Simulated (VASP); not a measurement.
# ScOs3O4 in VASP: further runs

ScOs3O4 is run at these levels: PBE; tasks: single point.

Everything below comes from runs of VASP 6.6.1. Logs are shortened: lines on timing, memory, paths and dates and some standing lists are left out, and cuts for length are marked.

### Step 1. The cell of the first run

The cell holds an amorphous packing of atoms, 16 atoms: a = 5.698 Å, b = 6.017 Å, c = 5.898 Å, α = 80.38°, β = 96.24°, γ = 94.85°.

### Step 2. Single point, PBE

The input, INCAR:

```
SYSTEM = ScOs3O4
PREC     = Accurate       ! precision mode
ENCUT    = 520            ! plane-wave cutoff, eV
EDIFF    = 1E-7           ! SCF threshold, eV
ISMEAR   = 1              ! smearing method
SIGMA    = 0.15           ! smearing width, eV
LREAL    = Auto         
LASPH    = .True.         ! aspherical terms in the spheres
NELM     = 100            ! most SCF steps
ALGO     = Normal         ! electronic algorithm
ISIF     = 2              ! what is computed and relaxed
LWAVE    = .False.        ! write WAVECAR
LCHARG   = .False.        ! write CHGCAR
GGA      = PE             ! functional
NBANDS   = 73             ! bands
```

The input, KPOINTS:

```
regular mesh
0
Gamma
  3 3 3
  0 0 0
```

The input, POSCAR:

```
ScOs3O4
1.0
    5.5971730000     -1.0631440000      0.0809880000
    0.5999090000      5.9415300000      0.7406440000
   -0.6734300000      0.3371940000      5.8499100000
O Os Sc
8 6 2
Direct
    0.3404565336      0.7872080519      0.6501214866
    0.7117474048      0.9198439115      0.5642769081
    0.4826532438      0.8982924232      0.9171441929
    0.4197026485      0.1650003379      0.4585280135
    0.9824929305      0.4687278620      0.9411846309
    0.9979889157      0.0874182168      0.3542292268
    0.4561653263      0.5370577974      0.4820204836
    0.4679186553      0.9119903705      0.2073428494
    0.7434612051      0.2872867227      0.4858053161
    0.7666061072      0.7242483861      0.3008451212
    0.1200261180      0.5470227831      0.6280828564
    0.2608442939      0.2802690574      0.1424818752
    0.1975814479      0.7098146496      0.1119518612
    0.7835147079      0.1296151860      0.0210900682
    0.5849150578      0.5676416709      0.8577433673
    0.1584903765      0.0877672175      0.7261740639
```

Potentials or basis: VASP PAW PBE potentials, release 64 (O, Os, Sc_sv).

On the command line:

```bash
$ cat potpaw_PBE.64/O/POTCAR potpaw_PBE.64/Os/POTCAR potpaw_PBE.64/Sc_sv/POTCAR > POTCAR
$ mpirun -np 1 vasp_std > vasp.out
```

OUTCAR:

```text
SYSTEM = ScOs3O4
   PREC = Accurate
   ENCUT = 520
   EDIFF = 1E-7
   ISMEAR = 1
   LREAL = Auto
   LASPH = .True.
   NELM = 100
   ISIF = 2
   GGA = PE

 ion  position               nearest neighbor table
   1  0.340  0.787  0.650-  11 1.84   3 1.89  15 2.14  16 2.29
   2  0.712  0.920  0.564-  10 2.16   9 2.18  15 2.61
   3  0.483  0.898  0.917-   8 1.74   1 1.89  15 2.21  13 2.21  14 2.21  16 2.34
   4  0.420  0.165  0.459-   9 1.93  12 2.02  16 2.25
   5  0.982  0.469  0.941-  11 2.05  13 2.13  12 2.16  14 2.25  15 2.37
   6  0.998  0.087  0.354-  12 2.19  14 2.19   9 2.24  16 2.28  10 2.50
   7  0.456  0.537  0.482-  11 2.19  10 2.28  15 2.29   9 2.31  13 2.61
   8  0.468  0.912  0.207-   3 1.74  13 1.97  10 2.10  14 2.39  12 2.55
   9  0.743  0.287  0.486-   4 1.93   2 2.18   6 2.24   7 2.31  10 2.67  11 2.69  16 2.87  14 3.08
                            14 3.13  15 3.22  12 3.23
  10  0.767  0.724  0.301-   8 2.10   2 2.16   7 2.28   6 2.50   9 2.67  14 2.71  11 2.78  13 2.82
                            15 2.98  13 3.31
  11  0.120  0.547  0.628-   1 1.84   5 2.05   7 2.19   9 2.69  16 2.75  10 2.78  15 2.84  13 3.11
                            13 3.14  12 3.24  16 3.38
  12  0.261  0.280  0.142-   4 2.02   5 2.16   6 2.19   8 2.55  13 2.61  14 2.85  16 2.87  15 2.90
                             9 3.23  11 3.24  14 3.37
  13  0.198  0.710  0.112-   8 1.97   5 2.13   3 2.21   7 2.61  12 2.61  10 2.82  16 2.94  15 3.05
                            11 3.11  11 3.14  10 3.31
  14  0.784  0.130  0.021-   6 2.19   3 2.21   5 2.25   8 2.39  10 2.71  12 2.85  15 2.93  16 2.95
                             9 3.08   9 3.13  12 3.37
  15  0.585  0.568  0.858-   1 2.14   3 2.21   7 2.29   5 2.37   2 2.61  11 2.84  12 2.90  14 2.93
                            10 2.98  13 3.05   9 3.22
  16  0.158  0.088  0.726-   4 2.25   6 2.28   1 2.29   3 2.34  11 2.75   9 2.87  12 2.87  13 2.94
                            14 2.95  11 3.38

  LATTYP: Found a triclinic cell.
 ALAT       =     7.9295368353
 B/A-ratio  =     0.7588706900
 C/A-ratio  =     1.5447066489
 COS(alpha) =     0.0018221282
 COS(beta)  =     0.6322691732
 COS(gamma) =     0.6981168904

  Lattice vectors:

 A1 = (   6.1970820000,   4.8783860000,   0.8216320000)
 A2 = (   0.5999090000,   5.9415300000,   0.7406440000)
 A3 = (  10.5209160000,  -1.7890940000,   6.0118860000)

Analysis of symmetry for initial positions (statically):
=====================================================================
 Subroutine PRICEL returns:
 Original cell was already a primitive cell.

 Routine SETGRP: Setting up the symmetry group for a
 triclinic supercell.

 Subroutine GETGRP returns: Found  1 space group operations
 (whereof  1 operations were pure point group operations)
 out of a pool of  2 trial point group operations.

[... 141 lines left out ...]
   PSTRESS=    0.0 pullay stress
   NELECT =     118.0000    total number of electrons
   NUPDOWN=      -1.0000    fix difference up-down
   EMIN   =  10.00;   EMAX   =-10.00  energy-range for DOS
   EFERMI =   0.00;   METHOD = LEGACY
   ISMEAR =     1;   SIGMA  =   0.15  broadening in eV -4-tet -1-fermi 0-gaus
   EFERMI_NEDOS =   21; number of points for ismear=-14 and -15
   IALGO  =     38    algorithm
   IMIX   =      4    mixing-type and parameters
     AMIX     =   0.40;   BMIX     =  1.00
     AMIX_MAG =   1.60;   BMIX_MAG =  1.00
  volume/ion in A,a.u.               =      12.36        83.40
  Fermi-wavevector in a.u.,A,eV,Ry     =   1.378263  2.604539 25.845748  1.899609
  Thomas-Fermi vector in A             =   2.503341
   LORBIT       =      0    0 simple, 1 ext, 2 COOP (PROOUT), +10 PAW based schemes
   GGA     = PE    functional components
   LHFCALC =     F    Hartree Fock is set to
   AEXX    =    0.0000 exact exchange contribution
   IVDW    =     0    specifies the selected vdW correction
   LEPSILON=     F    determine dielectric tensor
   LRPA    =     F    only Hartree local field effects (RPA)
 non-spin polarized calculation
 Methfessel and Paxton  Order N= 1 SIGMA  =   0.15
  energy-cutoff  :      520.00
  volume of cell :      197.75
 maximum number of plane-waves:      5341
 NGX is ok and might be reduce to    42
   NGX = 21   NGY = 23   NGZ = 21

 number of electron     118.0000014 magnetization

 Free energy of the ion-electron system (eV)
  ---------------------------------------------------
  ext. energy  EPLUGINS =         0.00000000
  ---------------------------------------------------
  free energy    TOTEN  =      -117.71148869 eV

  energy without entropy =     -117.71163396  energy(sigma->0) =     -117.71153711

 E-fermi :   6.0360     XC(G=0): -12.1960

 val. band max:        6.0237320925   @ k =  -0.0000  -0.0000   0.3333
 cond. band min:       6.0400715473   @ k =  -0.0000  -0.3333   0.3333
 fundamental gap:      0.0163394548
 Fermi energy:         6.0359605614

 k-point     1 :       0.0000    0.0000    0.0000
  band No.  band energies     occupation
      1     -43.5202      2.00000
      2     -43.1621      2.00000
      3     -22.2950      2.00000
      4     -22.1842      2.00000
      5     -22.1351      2.00000
      6     -21.8842      2.00000
[... 1025 lines left out ...]
     70       7.8413     -0.00000
     71       8.1849     -0.00000
 [bands above 71 left out]

------------------------ aborting loop because EDIFF is reached ----------------------------------------

  FORCE on cell =-STRESS in cart. coord.  units (eV):
  Direction    XX          YY          ZZ          XY          YZ          ZX
  --------------------------------------------------------------------------------------
  -------------------------------------------------------------------------------------
  Total       -7.4127602     -1.1018165      0.4478676      5.7053267      8.2552162     -0.4289141
  in kB      -60.0593081     -8.9270844      3.6286913     46.2254229     66.8850152     -3.4751273
  external PRESSURE =     -21.7859004 kB  Pullay stress =       0.0000000 kB

 VOLUME and BASIS-vectors are now :
 -----------------------------------------------------------------------------
  energy-cutoff  :      520.00
  volume of cell :      197.75
      direct lattice vectors                 reciprocal lattice vectors
     5.597173000 -1.063144000  0.080988000     0.174504043 -0.020269247  0.021256896
     0.599909000  5.941530000  0.740644000     0.031588854  0.165855741 -0.005923626
    -0.673430000  0.337194000  5.849910000    -0.006415283 -0.020718010  0.171398491

 POSITION                                       TOTAL-FORCE (eV/Angst)
 -----------------------------------------------------------------------------------
      1.94004      4.53448      4.41377        -0.664053      1.813592     -0.434454
      4.15559      4.89886      4.03989         1.999616     -0.904581      0.654491
      2.62276      5.13336      6.06961         0.136536      0.749060     -2.465531
      2.13935      0.68876      2.83854        -1.848166      0.647326     -1.213681
      5.14656      2.05779      5.93258        -0.611210     -0.014814     -0.419684
      5.39981     -0.42216      2.21778        -0.071264      2.132865     -1.085355
[... 8 lines left out ...]
      3.03677      3.04004      5.48551         1.766596      1.034306     -1.298361
      0.45072      0.59784      4.32589         0.773947     -1.623628     -1.542362
 -----------------------------------------------------------------------------------
    total drift:                               -0.001851     -0.005518     -0.008506

  FREE ENERGIE OF THE ION-ELECTRON SYSTEM (eV)
  ---------------------------------------------------
  free  energy   TOTEN  =      -117.7114886928 eV

  energy  without entropy=     -117.7116339578  energy(sigma->0) =     -117.71153711
```

OSZICAR:

```text
N       E                     dE             d eps       ncg     rms          rms(c)
DAV:   1     0.168956000130E+04    0.16896E+04   -0.54273E+04  2044   0.166E+03
DAV:   2     0.162527311915E+03   -0.15270E+04   -0.14850E+04  2044   0.565E+02
DAV:   3    -0.103892123140E+03   -0.26642E+03   -0.25248E+03  3216   0.215E+02
[... 17 lines left out ...]
DAV:  21    -0.117711487533E+03    0.29011E-05   -0.34401E-05  3328   0.301E-02    0.107E-02
DAV:  22    -0.117711488654E+03   -0.11215E-05   -0.82327E-06  3224   0.142E-02    0.514E-03
DAV:  23    -0.117711488925E+03   -0.27015E-06   -0.92658E-07  2320   0.539E-03    0.226E-03
DAV:  24    -0.117711488716E+03    0.20862E-06   -0.20737E-07  1456   0.313E-03    0.905E-04
DAV:  25    -0.117711488693E+03    0.23088E-07   -0.77990E-08  1400   0.260E-03
   1 F= -.11771149E+03 E0= -.11771154E+03  d E =0.145265E-03
```

Wall time 8.7 min (1 thread of Intel Xeon 6975P-C (Granite Rapids), shared host); peak memory 0.36 GiB.

What came out:

```
Free energy            : -117.7115 eV
Pressure               : -2.2 GPa
Largest force          : 3.574 eV/Å
Band gap on the k mesh : zero (band 59 reaches 6.05 eV, above the bottom of band 60 at 6.04 eV)
```

Forces on the atoms (eV/Å):
```
O   -0.664  1.814 -0.434
O    2.000 -0.905  0.654
O    0.137  0.749 -2.466
O   -1.848  0.647 -1.214
O   -0.611 -0.015 -0.420
O   -0.071  2.133 -1.085
O    2.611 -1.376  0.841
O   -1.425 -0.256  2.655
Os  -0.215 -1.036 -1.560
Os   1.240 -0.302  3.339
Os  -2.845 -0.422 -0.088
Os  -0.868  0.031  0.985
Os  -0.984  0.132  1.510
Os   1.005 -0.605  0.123
Sc   1.767  1.034 -1.298
Sc   0.774 -1.624 -1.542
```

Caveat: the k points lie up to 0.37 Å⁻¹ apart; spin-orbit coupling is left out, which moves the levels of the heavy elements.

### Step 3. Single point, PBE

The input, INCAR:

```
PREC = Accurate
ENCUT = 520
EDIFF = 1E-7
ISMEAR = 1
SIGMA = 0.15
LREAL = Auto
LASPH = True
NELM = 100
ALGO = Normal
ISIF = 2
LWAVE = False
LCHARG = False
GGA = PE
NBANDS = 73
```

The input, KPOINTS:

```
Automatic mesh
0
Gamma
  3 3 3
```

The input, POSCAR:

```
ScOs3O4
1.0
    5.5971730000     -1.0631440000      0.0809880000
    0.5999090000      5.9415300000      0.7406440000
   -0.6734300000      0.3371940000      5.8499100000
O Os Sc
8 6 2
Direct
    0.2856567229      0.7762728694      0.6755745627
    0.8038200221      0.9081264251      0.5846872578
    0.4817268097      0.9113424245      0.8741217575
    0.4093122085      0.2436119454      0.4300970267
    0.9738557063      0.4620271921      0.9245521224
    0.9949277158      0.1301318041      0.3351139512
    0.5087071157      0.5460827404      0.5106286973
    0.4235925534      0.8733613787      0.2515081807
    0.7509155609      0.2867283615      0.4793270683
    0.7585411440      0.7249546243      0.3004377806
    0.1149876154      0.5433238487      0.6403448659
    0.2589152092      0.2832545178      0.1448007262
    0.1988923984      0.7030848839      0.1101749432
    0.7874628575      0.1278935128      0.0211103069
    0.6063558098      0.5971349088      0.8477658747
    0.1847278299      0.0914096897      0.7083752099
```

Potentials or basis: VASP PAW PBE potentials, release 64 (O, Os, Sc_sv).

On the command line:

```bash
$ cat potpaw_PBE.64/O/POTCAR potpaw_PBE.64/Os/POTCAR potpaw_PBE.64/Sc_sv/POTCAR > POTCAR
$ mpirun -np 1 vasp_std > vasp.out
```

Wall time 7.3 min (1 thread of Intel Xeon 6975P-C (Granite Rapids), shared host); peak memory 0.36 GiB.

The run converged. Its results:

| Item | Value |
| --- | --- |
| Free energy | -120.0561 eV |
| Pressure | 7.6 GPa |
| Largest force | 10.292 eV/Å |
| Band gap on the k mesh | zero (band 59 reaches 6.11 eV, above the bottom of band 60 at 6.10 eV) |

Forces on the atoms (eV/Å):
```
O    3.444  5.345 -2.918
O   -0.792  0.111  0.644
O    3.363  2.106  2.640
O   -1.479 -3.758  1.413
O   -1.675  0.383  0.938
O    0.461  2.012 -1.040
O    3.584  0.463  1.851
O    0.224  1.041  1.490
Os   1.864 -0.631 -1.071
Os   0.200 -0.071  2.024
Os  -7.519 -6.479 -2.724
Os  -0.936  1.422 -3.014
Os  -1.576 -0.561  1.860
Os  -0.766 -1.736 -0.400
Sc   1.791  1.194 -0.835
Sc  -0.187 -0.841 -0.860
```

Stress tensor (GPa, compression positive):
```
 2.32 12.58  3.37
12.58  8.69  8.96
 3.37  8.96 11.86
```

Levels at points of the mesh, in eV from the Fermi level:
| k point | band 55 | band 56 | band 57 | band 58 | band 59 | band 60 | band 61 | band 62 | band 63 | band 64 |
| --- | --- | --- | --- | --- | --- | --- | --- | --- | --- | --- |
| (0.00, 0.00, 0.00) | -0.71 | -0.56 | -0.32 | -0.27 | 0.00 | 0.13 | 0.21 | 0.29 | 0.69 | 0.87 |

Caveat: the k points lie up to 0.37 Å⁻¹ apart; spin-orbit coupling is left out, which moves the levels of the heavy elements.

### Step 4. Single point, PBE

The input, INCAR:

```
SYSTEM = ScOs3O4
ALGO     = Normal         ! electronic algorithm
EDIFF    = 1E-6           ! SCF threshold, eV
ENCUT    = 520            ! plane-wave cutoff, eV
GGA      = PE             ! functional
ISIF     = 2              ! what is computed and relaxed
ISMEAR   = 1              ! smearing method
LASPH    = .True.         ! aspherical terms in the spheres
LCHARG   = .False.        ! write CHGCAR
LREAL    = Auto         
LWAVE    = .False.        ! write WAVECAR
NBANDS   = 73             ! bands
NELM     = 100            ! most SCF steps
PREC     = Accurate       ! precision mode
SIGMA    = 0.15           ! smearing width, eV
```

The input, KPOINTS:

```
k-points
0
Gamma
  3 3 3
  0 0 0
```

The input, POSCAR:

```
ScOs3O4
1.0
    5.5971730000     -1.0631440000      0.0809880000
    0.5999090000      5.9415300000      0.7406440000
   -0.6734300000      0.3371940000      5.8499100000
O Os Sc
8 6 2
Direct
    0.2689024717      0.8301481399      0.6272945887
    0.8611011433      0.9059727663      0.6210879906
    0.5317399221      0.9577616190      0.8677251531
    0.3943763001      0.2546879998      0.4340391755
    0.9442478876      0.4606932036      0.9313065663
    0.9927341701      0.1846634031      0.3020078264
    0.6102712978      0.5640211962      0.5432137303
    0.3736513925      0.8500888396      0.3072590044
    0.7592071143      0.2855724227      0.4704750727
    0.7497778257      0.7266288617      0.3046306160
    0.1022625860      0.5327158983      0.6464301372
    0.2574736817      0.2889277141      0.1448451589
    0.1979104962      0.6981334867      0.1114352608
    0.7850308629      0.1259062346      0.0182986103
    0.6385636269      0.6300365301      0.8357122132
    0.2110494800      0.0907416015      0.6909465790
```

Potentials or basis: VASP PAW PBE potentials, release 64 (O, Os, Sc_sv).

On the command line:

```bash
$ cat potpaw_PBE.64/O/POTCAR potpaw_PBE.64/Os/POTCAR potpaw_PBE.64/Sc_sv/POTCAR > POTCAR
$ mpirun -np 1 vasp_std > vasp.out
```

OUTCAR:

```text
SYSTEM = ScOs3O4
   EDIFF = 1E-6
   ENCUT = 520
   GGA = PE
   ISIF = 2
   ISMEAR = 1
   LASPH = .True.
   LREAL = Auto
   NELM = 100
   PREC = Accurate

 ion  position               nearest neighbor table
   1  0.269  0.830  0.627-  16 1.74  11 1.95  15 2.60
   2  0.861  0.906  0.621-  16 2.23  15 2.29  10 2.31   9 2.40
   3  0.532  0.958  0.868-  14 1.92  16 2.15  15 2.16
   4  0.394  0.255  0.434-  12 1.78  16 2.01   9 2.06
   5  0.944  0.461  0.931-  11 1.96  15 2.07  14 2.14  13 2.25  12 2.29
   6  0.993  0.185  0.302-  12 1.86   9 1.94  14 2.01  16 2.49
   7  0.610  0.564  0.543-  10 1.79  15 1.82   9 2.07
   8  0.374  0.850  0.307-  13 1.77  10 2.33
   9  0.759  0.286  0.470-   6 1.94   4 2.06   7 2.07   2 2.40  11 2.59  10 2.67  16 2.99  14 3.00
[... 1273 lines left out ...]
  in kB       77.8575485     95.4900193    195.7662457     22.5258204     39.5712885    -54.8076715
  external PRESSURE =     123.0379378 kB  Pullay stress =       0.0000000 kB

 VOLUME and BASIS-vectors are now :
 -----------------------------------------------------------------------------
  energy-cutoff  :      520.00
  volume of cell :      197.75
      direct lattice vectors                 reciprocal lattice vectors
     5.597173000 -1.063144000  0.080988000     0.174504043 -0.020269247  0.021256896
     0.599909000  5.941530000  0.740644000     0.031588854  0.165855741 -0.005923626
    -0.673430000  0.337194000  5.849910000    -0.006415283 -0.020718010  0.171398491

 POSITION                                       TOTAL-FORCE (eV/Angst)
 -----------------------------------------------------------------------------------
      1.58067      4.85799      4.30624        -0.191277     -6.480496     -1.509098
      4.94497      4.67682      4.37405        -1.056852      1.154973     -0.766432
      2.96646      5.41784      5.82854         0.765536      0.234776      1.651883
      2.06789      1.24031      2.75966         2.458889     -1.502138      2.509929
      4.93432      2.04738      5.86574         0.184383      0.203797      0.014697
      5.46391      0.14360      1.98389        -0.953675     -0.662066     -0.009146
[... 8 lines left out ...]
      3.38932      3.34629      5.40719        -0.162478      3.014680      2.742253
      0.77041      0.54775      4.12627        -1.568945      2.947151      2.199249
 -----------------------------------------------------------------------------------
    total drift:                                0.002254      0.005449     -0.010389

  FREE ENERGIE OF THE ION-ELECTRON SYSTEM (eV)
  ---------------------------------------------------
  free  energy   TOTEN  =      -122.3850036564 eV

  energy  without entropy=     -122.3887022352  energy(sigma->0) =     -122.38623652
```

OSZICAR:

```text
N       E                     dE             d eps       ncg     rms          rms(c)
DAV:   1     0.172485215101E+04    0.17249E+04   -0.54482E+04  2044   0.166E+03
DAV:   2     0.166485445298E+03   -0.15584E+04   -0.15144E+04  2046   0.568E+02
DAV:   3    -0.113568078677E+03   -0.28005E+03   -0.26693E+03  3166   0.223E+02
[... 14 lines left out ...]
DAV:  18    -0.122385043962E+03   -0.10927E-04   -0.89435E-04  3056   0.147E-01    0.798E-02
DAV:  19    -0.122385011604E+03    0.32358E-04   -0.31564E-04  3624   0.880E-02    0.463E-02
DAV:  20    -0.122385002369E+03    0.92351E-05   -0.61313E-05  3280   0.380E-02    0.201E-02
DAV:  21    -0.122385003382E+03   -0.10128E-05   -0.16138E-05  3000   0.204E-02    0.106E-02
DAV:  22    -0.122385003656E+03   -0.27440E-06   -0.27535E-06  1664   0.102E-02
   1 F= -.12238500E+03 E0= -.12238624E+03  d E =0.369858E-02
```

stdout:

```text
POSCAR found type information on POSCAR O OsSc
 POSCAR found :  3 types and      16 ions
 scaLAPACK will be used
 LDA part: xc-table for (Slater+PW92), standard interpolation
 POSCAR, INCAR and KPOINTS ok, starting setup
 FFT: planning ... GRIDC
 FFT: planning ... GRID_SOFT
 FFT: planning ... GRID
 WAVECAR not read
 entering main loop
```

Wall time 7 min (1 thread of Intel Xeon 6975P-C (Granite Rapids), shared host); peak memory 0.37 GiB.

Results:

* Free energy: -122.3850 eV
* Pressure: 12.3 GPa
* Largest force: 6.657 eV/Å
* Band gap on the k mesh: zero (band 59 reaches 6.04 eV, above the bottom of band 60 at 5.98 eV)

Forces on the atoms (eV/Å):
```
O   -0.191 -6.480 -1.509
O   -1.057  1.155 -0.766
O    0.766  0.235  1.652
O    2.459 -1.502  2.510
O    0.184  0.204  0.015
O   -0.954 -0.662 -0.009
O   -2.450 -3.378  0.047
O    1.943  0.890 -2.376
Os  -0.036  0.917  0.436
Os   3.832  2.230 -1.666
Os  -0.932  0.877  0.511
Os   1.010  1.677 -4.449
Os  -2.088 -1.111  1.151
Os  -0.754 -1.012 -0.487
Sc  -0.162  3.015  2.742
Sc  -1.569  2.947  2.199
```

Levels at points of the mesh, in eV from the Fermi level:
```csv
k point,band 56,band 57,band 58,band 59,band 60,band 61,band 62,band 63
"(0.00, 0.00, 0.00)",-0.63,-0.22,-0.11,-0.05,0.29,0.40,0.52,0.64
```

Caveat: the k points lie up to 0.37 Å⁻¹ apart; spin-orbit coupling is left out, which moves the levels of the heavy elements.
